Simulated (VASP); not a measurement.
# Rh (Fm-3m) in VASP: notebook

Runs on Rh. Level: PBE. Tasks: single point, relaxation of cell and atoms.

Everything below comes from runs of VASP 6.6.1. Logs are shortened: lines on timing, memory, paths and dates and some standing lists are left out, and cuts for length are marked.

## 1. The cell of the first run

Symmetry: Fm-3m, No. 225, cubic system. The conventional cell has a = 3.727 Å, b = 3.727 Å, c = 3.727 Å, α = 90.00°, β = 90.00°, γ = 90.00°. Rh (site symmetry m-3m) has 12 Rh at 2.64 Å within 3.5 Å.

## 2. Single point, PBE

The input, INCAR:

```
SYSTEM = Rh
ALGO = Normal
EDIFF = 1E-6
ENCUT = 520
GGA = PE
ISIF = 2
ISMEAR = -1
LASPH = .True.
LCHARG = .False.
LREAL = .False.
LWAVE = .False.
NBANDS = 14
NELM = 60
PREC = Accurate
SIGMA = 0.05
```

The input, KPOINTS:

```
k-points
0
Gamma
  18 18 18
  0 0 0
```

The input, POSCAR:

```
Rh
1.0
    0.0000000000      1.8635090825      1.8635090825
    1.8635090825      0.0000000000      1.8635090825
    1.8635090825      1.8635090825      0.0000000000
Rh
1
Direct
    0.0000000000      0.0000000000      0.0000000000
```

Potentials or basis: VASP PAW PBE potentials, release 64 (Rh_pv).

The run is started by

```
$ cat potpaw_PBE.64/Rh_pv/POTCAR > POTCAR
$ mpirun -np 1 vasp_std > vasp.out
```

OUTCAR:

```text
SYSTEM = Rh
   EDIFF = 1E-6
   ENCUT = 520
   GGA = PE
   ISIF = 2
   ISMEAR = -1
   LASPH = .True.
   LREAL = .False.
   NELM = 60
   PREC = Accurate

 ion  position               nearest neighbor table
   1  0.000  0.000  0.000-

  LATTYP: Found a face centered cubic cell.
 ALAT       =     3.7270181650

  Lattice vectors:

 A1 = (   0.0000000000,   1.8635090825,   1.8635090825)
 A2 = (   1.8635090825,   0.0000000000,   1.8635090825)
 A3 = (   1.8635090825,   1.8635090825,   0.0000000000)

Analysis of symmetry for initial positions (statically):
=====================================================================
 Subroutine PRICEL returns:
 Original cell was already a primitive cell.

 Routine SETGRP: Setting up the symmetry group for a
 face centered cubic supercell.

 Subroutine GETGRP returns: Found 48 space group operations
 (whereof 48 operations were pure point group operations)
 out of a pool of 48 trial point group operations.

The static configuration has the point symmetry O_h .

Analysis of symmetry for dynamics (positions and initial velocities):
=====================================================================
 Subroutine PRICEL returns:
 Original cell was already a primitive cell.

 Routine SETGRP: Setting up the symmetry group for a
 face centered cubic supercell.

 Subroutine GETGRP returns: Found 48 space group operations
 (whereof 48 operations were pure point group operations)
 out of a pool of 48 trial point group operations.

The dynamic configuration has the point symmetry O_h .

 Subroutine INISYM returns: Found 48 space group operations
 (whereof 48 operations are pure point group operations),
 and found     1 'primitive' translations

----------------------------------------------------------------------------------------

                                     Primitive cell

  volume of cell :      12.9427

  direct lattice vectors                    reciprocal lattice vectors
     0.000000000  1.863509083  1.863509083    -0.268311008  0.268311008  0.268311008
     1.863509083  0.000000000  1.863509083     0.268311008 -0.268311008  0.268311008
     1.863509083  1.863509083  0.000000000     0.268311008  0.268311008 -0.268311008

  length of vectors
     2.635399818  2.635399818  2.635399818     0.464728298  0.464728298  0.464728298

  position of ions in fractional coordinates (direct lattice)
     0.000000000  0.000000000  0.000000000

  ion indices of the primitive-cell ions
   primitive index   ion index
                 1           1

----------------------------------------------------------------------------------------

 KPOINTS: k-points

Automatic generation of k-mesh.
 Grid dimensions read from file:
 generate k-points for:   18   18   18

 Generating k-lattice:

  Cartesian coordinates                     Fractional coordinates (reciprocal lattice)
    -0.014906167  0.014906167  0.014906167     0.055555556  0.000000000  0.000000000
     0.014906167 -0.014906167  0.014906167     0.000000000  0.055555556  0.000000000
     0.014906167  0.014906167 -0.014906167     0.000000000  0.000000000  0.055555556

  Length of vectors
     0.025818239  0.025818239  0.025818239

  Shift w.r.t. Gamma in fractional coordinates (k-lattice)
     0.000000000  0.000000000  0.000000000

 Subroutine IBZKPT returns following result:
 ===========================================

 Found    195 irreducible k-points:

 Following reciprocal coordinates:
            Coordinates               Weight
  0.000000  0.000000  0.000000      1.000000
  0.055556  0.000000  0.000000      8.000000
  0.111111  0.000000  0.000000      8.000000
  0.166667  0.000000  0.000000      8.000000
  0.222222  0.000000  0.000000      8.000000
  0.277778  0.000000  0.000000      8.000000
[... 16 lines left out ...]
 -0.277778  0.055556  0.000000     24.000000
 -0.222222  0.055556  0.000000     24.000000
 [... further k-points ...]
   k-points           NKPTS =    195   k-points in BZ     NKDIM =    195   number of bands    NBANDS=     14
   number of dos      NEDOS =    301   number of ions     NIONS =      1
   total plane-waves  NPLWV =   8000
   dimension x,y,z NGX =    20 NGY =   20 NGZ =   20
   dimension x,y,z NGXF=    40 NGYF=   40 NGZF=   40
   ions per type =               1
   NGX,Y,Z   is equivalent  to a cutoff of  12.62, 12.62, 12.62 a.u.
   NGXF,Y,Z  is equivalent  to a cutoff of  25.23, 25.23, 25.23 a.u.
 SYSTEM =  Rh
   PREC   = accura    normal or accurate (medium, high low for compatibility)
   ISTART =      0    job   : 0-new  1-cont  2-samecut
   ICHARG =      2    charge: 1-file 2-atom 10-const
   ISPIN  =      1    spin polarized calculation?
   LNONCOLLINEAR =      F non collinear calculations
   LSORBIT =      F    spin-orbit coupling
   LASPH  =      T    aspherical Exc in radial PAW
   ENCUT  =  520.0 eV  38.22 Ry    6.18 a.u.   4.90  4.90  4.90*2*pi/ulx,y,z
   NELM   =     60;   NELMIN=  2; NELMDL= -5     # of ELM steps
   EDIFF  = 0.1E-05   stopping-criterion for ELM
   LREAL  =      F    real-space projection
   EDIFFG = 0.1E-04   stopping-criterion for IOM
   NSW    =      0    number of steps for IOM
   IBRION =     -1    ionic relax: 0-MD 1-quasi-New 2-CG
   NFREE  =      0    steps in history (QN), initial steepest desc. (CG)
   ISIF   =      2    stress and relaxation
   ISYM   =      2    0-nonsym 1-usesym 2-fastsym
   POTIM  = 0.5000    time-step for ionic-motion
   TEBEG  =    0.0;   TEEND  =   0.0 temperature during run
   PSTRESS=    0.0 pullay stress
   NELECT =      15.0000    total number of electrons
   NUPDOWN=      -1.0000    fix difference up-down
   EMIN   =  10.00;   EMAX   =-10.00  energy-range for DOS
   EFERMI =   0.00;   METHOD = LEGACY
   ISMEAR =    -1;   SIGMA  =   0.05  broadening in eV -4-tet -1-fermi 0-gaus
   EFERMI_NEDOS =   21; number of points for ismear=-14 and -15
   IALGO  =     38    algorithm
   IMIX   =      4    mixing-type and parameters
     AMIX     =   0.40;   BMIX     =  1.00
     AMIX_MAG =   1.60;   BMIX_MAG =  1.00
  volume/ion in A,a.u.               =      12.94        87.34
  Fermi-wavevector in a.u.,A,eV,Ry     =   1.719612  3.249595 40.233306  2.957065
  Thomas-Fermi vector in A             =   2.796206
   LORBIT       =      0    0 simple, 1 ext, 2 COOP (PROOUT), +10 PAW based schemes
   GGA     = PE    functional components
   LHFCALC =     F    Hartree Fock is set to
   AEXX    =    0.0000 exact exchange contribution
   IVDW    =     0    specifies the selected vdW correction
   LEPSILON=     F    determine dielectric tensor
   LRPA    =     F    only Hartree local field effects (RPA)
 non-spin polarized calculation
  energy-cutoff  :      520.00
  volume of cell :       12.94
 maximum number of plane-waves:       360
   NGX =  9   NGY =  9   NGZ =  9

 number of electron      14.9999996 magnetization

 Free energy of the ion-electron system (eV)
  ---------------------------------------------------
  ext. energy  EPLUGINS =         0.00000000
  ---------------------------------------------------
  free energy    TOTEN  =        -7.18047536 eV

  energy without entropy =       -7.17048042  energy(sigma->0) =       -7.17547789

 E-fermi :  13.0529     XC(G=0): -14.4261

 val. band max:       13.0482755554   @ k =  -0.2778   0.3333   0.1111
 cond. band min:      13.0534233194   @ k =   0.5000   0.3889   0.0556
 fundamental gap:      0.0051477640
 Fermi energy:        13.0529451294

 k-point     1 :       0.0000    0.0000    0.0000
  band No.  band energies     occupation
      1     -33.4418      2.00000
      2     -33.4418      2.00000
      3     -33.4418      2.00000
      4       4.6389      2.00000
      5       9.6661      2.00000
      6       9.6661      2.00000
      7       9.6661      2.00000
      8      11.9603      2.00000
      9      11.9603      2.00000
     10      28.9825      0.00000
     11      33.3912      0.00000
     12      34.7923      0.00000
     13      34.7923      0.00000
     14      34.7923      0.00000

 k-point     2 :       0.0556    0.0000    0.0000
  band No.  band energies     occupation
      1     -33.4701      2.00000
      2     -33.4455      2.00000
      3     -33.4455      2.00000
      4       4.7713      2.00000
      5       9.6044      2.00000
      6       9.7194      2.00000
      7       9.7194      2.00000
      8      11.9289      2.00000
      9      11.9289      2.00000
     10      29.1861      0.00000
     11      33.3904      0.00000
     12      34.0830      0.00000
     13      34.9942      0.00000
     14      34.9942      0.00000

 k-point     3 :       0.1111    0.0000    0.0000
  band No.  band energies     occupation
      1     -33.5511      2.00000
      2     -33.4563      2.00000
      3     -33.4563      2.00000
      4       5.1495      2.00000
      5       9.4510      2.00000
      6       9.8587      2.00000
      7       9.8587      2.00000
      8      11.8608      2.00000
      9      11.8608      2.00000
     10      29.7373      0.00000
     11      32.6105      0.00000
     12      33.3938      0.00000
     13      35.5815      0.00000
     14      35.5815      0.00000
[... 324 lines left out ...]
 k-point    23 :      -0.2778    0.0556    0.0000
  band No.  band energies     occupation
      1     -34.0284      2.00000
      2     -33.5520      2.00000
      3     -33.5125      2.00000
      4       6.7373      2.00000
      5       9.8339      2.00000
      6      10.0303      2.00000
      7      10.0720      2.00000
      8      12.1473      2.00000
      9      12.9900      1.55741
     10      27.2610      0.00000
     11      30.5345      0.00000
     12      33.3922      0.00000
     13      36.5353      0.00000
     14      38.7196      0.00000

 k-point    24 :      -0.2222    0.0556    0.0000
  band No.  band energies     occupation
      1     -33.8782      2.00000
      2     -33.5300      2.00000
      3     -33.4907      2.00000
      4       6.5236      2.00000
      5       9.3152      2.00000
      6      10.0917      2.00000
      7      10.1467      2.00000
      8      11.7371      2.00000
      9      12.4933      1.99997
     10      28.9231      0.00000
     11      31.0019      0.00000
     12      33.3920      0.00000
     13      36.6721      0.00000
     14      38.5061      0.00000

 [... further k-points ...]
[... 5 lines left out ...]
  --------------------------------------------------------------------------------------
  -------------------------------------------------------------------------------------
  Total        2.1045996      2.1045996      2.1045996     -0.0000000      0.0000000      0.0000000
  in kB      260.5286773    260.5286773    260.5286773     -0.0000000      0.0000000      0.0000000
  external PRESSURE =     260.5286773 kB  Pullay stress =       0.0000000 kB

 VOLUME and BASIS-vectors are now :
 -----------------------------------------------------------------------------
  energy-cutoff  :      520.00
  volume of cell :       12.94
      direct lattice vectors                 reciprocal lattice vectors
     0.000000000  1.863509083  1.863509083    -0.268311008  0.268311008  0.268311008
     1.863509083  0.000000000  1.863509083     0.268311008 -0.268311008  0.268311008
     1.863509083  1.863509083  0.000000000     0.268311008  0.268311008 -0.268311008

 POSITION                                       TOTAL-FORCE (eV/Angst)
 -----------------------------------------------------------------------------------
      0.00000      0.00000      0.00000        -0.000000      0.000000      0.000000
 -----------------------------------------------------------------------------------
    total drift:                                0.000000      0.000000      0.000000

  FREE ENERGIE OF THE ION-ELECTRON SYSTEM (eV)
  ---------------------------------------------------
  free  energy   TOTEN  =        -7.1804753565 eV

  energy  without entropy=       -7.1704804185  energy(sigma->0) =       -7.17547789
```

It took 34 s on 1 thread of Intel Xeon Platinum 8259CL at 2.50GHz (Skylake/Cascade Lake), shared host; peak memory 0.15 GiB.

Results:

```
Free energy            : -7.1805 eV
Pressure               : 26.1 GPa
Band gap on the k mesh : zero (an odd number of electrons rules out a gap without spin polarisation)
```

Levels at points of the mesh, in eV from the Fermi level:
```tsv
k point	band 3	band 4	band 5	band 6	band 7	band 8	band 9	band 10	band 11	band 12
(0.00, 0.00, 0.00)	-46.49	-8.41	-3.39	-3.39	-3.39	-1.09	-1.09	15.93	20.34	21.74
(0.50, 0.00, 0.00)	-46.62	-6.65	-3.48	-3.48	0.63	0.63	0.67	9.29	15.46	20.34
(0.50, 0.50, 0.00)	-46.82	-6.92	-6.52	0.60	1.09	1.09	3.35	13.07	13.68	13.68
```

Caveat: the cell stands under pressure.

(Part 1 of 2 ends here.)
